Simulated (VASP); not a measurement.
Crystal: Ir.

```
CELL_PARAMETERS angstrom
2.70524 0.00000 0.00000
-1.35262 2.34281 0.00000
0.00000 0.00000 4.38624
ATOMIC_POSITIONS crystal
Ir 0.66667 0.33333 0.75000
Ir 0.33333 0.66667 0.25000
```

Base run:

```yaml
Program: VASP 6.6.1
Functional: LDA
Potentials_or_basis: VASP PAW LDA potentials, release 64 (Ir)
Cutoff: 520 eV
k_mesh: 21 × 21 × 12
Occupations: gaussian, width 0.15 eV
Spin: collinear spin, ferromagnetic start
Starting_moments: "[0.8, 0.8] μB"
Fixed_moment: 1.6 μB
```

Its results: pressure 8.5 GPa; site moments Ir +0.78 μB.

Problem. The run is repeated on the same cell with these changes: fixed moment from 1.6 μB to 1.2 μB; moments at the start from [0.8, 0.8] to [0.6, 0.6]. What comes out?

Solution. Pressure 5.9 GPa; site moments Ir +0.58 μB.

Caveats: the total moment is fixed, so each spin has its own Fermi level.
